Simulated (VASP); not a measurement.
A run of VASP 6.6.1 is set up as follows.

INCAR

```
SYSTEM = BaTa3
PREC = Accurate ; ENCUT = 600
EDIFF = 1E-7 ; ISMEAR = 0
SIGMA = 0.1 ; LREAL = .FALSE.
LASPH = .TRUE. ; NELM = 100
ALGO = Fast ; ISIF = 3
LWAVE = .FALSE. ; LCHARG = .FALSE.
GGA = PE ; IBRION = 2
NSW = 100 ; EDIFFG = -0.01
```

Contents of KPOINTS:

```
regular mesh
0
G
  10 10 10
  0 0 0
```

Contents of POSCAR:

```
BaTa3
1.0
    4.4090103601      0.0000000000      0.0000000000
    0.0000000000      4.4090103601      0.0000000000
    0.0000000000      0.0000000000      4.4090103601
Ba Ta
1 3
Direct
    0.0000000000      0.0000000000      0.0000000000
    0.0000000000      0.5000000000      0.5000000000
    0.5000000000      0.0000000000      0.5000000000
    0.5000000000      0.5000000000      0.0000000000
```

Potentials or basis: VASP PAW PBE potentials, release 64 (Ba_sv, Ta_pv).

Run with:

```console
$ cat potpaw_PBE.64/Ba_sv/POTCAR potpaw_PBE.64/Ta_pv/POTCAR > POTCAR
$ mpirun -np 1 vasp_std > vasp.out
```

Question: What does it give for the relaxed volume?

Answer: 22.35 Å³/atom.

Question: Estimate the space group after relaxing (to 0.05 Å).

Answer: Pm-3m (No. 221).

Question: Predict the relaxed cell.

Answer: a = 4.472 Å, b = 4.472 Å, c = 4.472 Å, α = 90.00°, β = 90.00°, γ = 90.00°.

Final structure:
```
CELL_PARAMETERS angstrom
4.47156 0.00000 0.00000
0.00000 4.47156 0.00000
0.00000 0.00000 4.47156
ATOMIC_POSITIONS crystal
Ba 0.00000 0.00000 0.00000
Ta 0.00000 0.50000 0.50000
Ta 0.50000 0.00000 0.50000
Ta 0.50000 0.50000 0.00000
```
